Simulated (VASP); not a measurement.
Wanted: the native input for a VASP 6.6.1 run.

```
Task                   : single point
Functional             : PBEsol
Potentials or basis    : VASP PAW PBE potentials, release 64 (Cu, O)
Cutoff                 : 520 eV
k mesh                 : 8 × 8 × 5
Occupations            : gaussian, width 0.05 eV
Spin                   : collinear spin
Starting moments       : [1.0, -1.0, 0.0, 0.0] μB
Dipole correction      : no
Further INCAR settings : ALGO = Normal; EDIFF = 1e-06; NBANDS = 29
```

The structure of CuO lies in POSCAR:

```
CuO
1.0
    2.3446497600     -1.7133998200      0.0000000000
    2.3446497600      1.7133998200      0.0000000000
   -0.8605499100      0.0000000000      5.0594394800
Cu O
2 2
Direct
    0.0032000000      0.4968000000      0.0000000000
    0.4968000000      0.0032000000      0.5000000000
    0.5714000000      0.4056000000      0.2537000000
    0.4056000000      0.5714000000      0.7537000000
```

The input as run:

INCAR

```
SYSTEM = CuO
PREC = Accurate
ENCUT = 520
EDIFF = 1E-6
ISMEAR = 0
SIGMA = 0.05
LREAL = .False.
LASPH = .True.
NELM = 150
ALGO = Normal
ISIF = 2
LWAVE = .False.
LCHARG = .False.
ISPIN = 2
MAGMOM = 1 -1 0 0
LORBIT = 11
LMAXMIX = 4
GGA = PS
NBANDS = 29
```

KPOINTS

```
Automatic mesh
0
Gamma
  8 8 5
  0 0 0
```

Potentials or basis: VASP PAW PBE potentials, release 64 (Cu, O).

Run with:

```bash
$ cat potpaw_PBE.64/Cu/POTCAR potpaw_PBE.64/O/POTCAR > POTCAR
$ mpirun -np 1 vasp_std > vasp.out
```

It gave:

The pressure is -2.0 GPa. The largest force is 0.751 eV/Å, the band gap on the k mesh is zero (filled and empty bands overlap) and the net moment is 0.00 μB per cell. The valence electrons inside the program's atomic spheres are Cu 9.92; O 4.93.

Caveat: the PAW data sets were made with another functional, which shifts forces and pressure a little; semilocal functionals often make such compounds metallic where correlation or magnetic order opens a gap, which also shifts bond lengths.

It took 6.1 min on 1 thread of Intel Xeon 8259CL, on a shared host, peak memory 0.29 GiB.
